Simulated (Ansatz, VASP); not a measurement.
# WS2: VASP beside Ansatz

Contents of INCAR:

```
SYSTEM = WS2
PREC     = Accurate       ! precision mode
ENCUT    = 520            ! plane-wave cutoff, eV
EDIFF    = 1E-7           ! SCF threshold, eV
ISMEAR   = 0              ! smearing method
SIGMA    = 0.02           ! smearing width, eV
LREAL    = .FALSE.        ! projectors in reciprocal space
LASPH    = .TRUE.         ! aspherical terms in the spheres
NELM     = 60             ! most SCF steps
ALGO     = Normal         ! electronic algorithm
ISIF     = 2              ! what is computed and relaxed
LWAVE    = .FALSE.        ! write WAVECAR
LCHARG   = .FALSE.        ! write CHGCAR
GGA      = PE             ! functional
NBANDS   = 35             ! bands
```

The input KPOINTS:

```
regular mesh
0
G
  10 10 2
  0 0 0
```

The input POSCAR:

```
WS2
1.0
    3.1875029062     -0.0004313411     -0.0002650537
    1.5937088902      2.7604194689     -0.0016419605
    0.5917302741      0.0634083047     15.2734384367
W S
2 4
Direct
    0.9663563127      0.4156539555      0.2486319631
    0.0336436873      0.5843460445      0.7513680369
    0.6149770482      0.0802548800      0.3515074550
    0.3489615694      0.9156243138      0.8542427822
    0.3850229518      0.9197451200      0.6484925450
    0.6510384306      0.0843756862      0.1457572178
```

Input for Ansatz:

```yaml
crystal:
  lattice:
    - [3.1875029062, -0.0004313411, -0.0002650537]
    - [1.5937088902, 2.7604194689, -0.0016419605]
    - [0.5917302741, 0.0634083047, 15.2734384367]
  atoms:
    - { symbol: W, position: [0.9663563127, 0.4156539555, 0.2486319631] }
    - { symbol: W, position: [0.0336436873, 0.5843460445, 0.7513680369] }
    - { symbol: S, position: [0.6149770482, 0.08025488, 0.351507455] }
    - { symbol: S, position: [0.3489615694, 0.9156243138, 0.8542427822] }
    - { symbol: S, position: [0.3850229518, 0.91974512, 0.648492545] }
    - { symbol: S, position: [0.6510384306, 0.0843756862, 0.1457572178] }
basis:
  ecutwfc: 420
kpoints:
  mp_grid: { grid: [10, 10, 2] }
  band_path:
    path:
      - [[0.0, 0.0, 0.0], [0.0, 0.0, -0.5]]
      - [[0.0, -0.5, 0.0], [0.0, 0.0, 0.0], [-0.5, 0.0, 0.0]]
      - [[-0.5, -0.5, -0.5], [0.0, 0.0, 0.0], [-0.5, -0.5, 0.0]]
      - [[-0.5, 0.0, -0.5], [0.0, 0.0, 0.0], [0.0, -0.5, -0.5]]
    npoints: 14
hamiltonian:
  xc: pbe
scf:
  occupations: { method: gaussian, width: 0.02 }
  n_extra_bands: 15
output:
  forces: true
  stress: true
  eigenvalues: true
  populations: true
  dos: { projected: true, de: 0.02, nscf_kmesh: { grid: [15, 15, 3] } }
  bader: true
  write_density: true
  write_potential: true
  elf: true
  volumetric_format: npy
```

Alike in both runs: task single point; functional PBE; k mesh 10 × 10 × 2; occupations gaussian, width 0.02 eV; no spin polarisation.

|  | VASP | Ansatz |
| --- | --- | --- |
| version | VASP 6.6.1 | Ansatz 0.2.0 |
| potentials or method | VASP PAW PBE potentials, release 64 (W_sv, S), cutoff 520 eV | scalar-relativistic, plane waves, PAW |
| valence electrons in the cell | 52 | 52 |

```csv
,VASP,Ansatz,Ansatz less VASP
gap on the k mesh at the Fermi level (eV),1.85,1.84,-0.007
least direct gap on the mesh (eV),2.15,2.15,-0.003
pressure (GPa),0.0,0.0,+0.04
```

The functional is the same, so the differences come from potentials, cutoffs and numerics.

Spin-orbit coupling is off throughout.
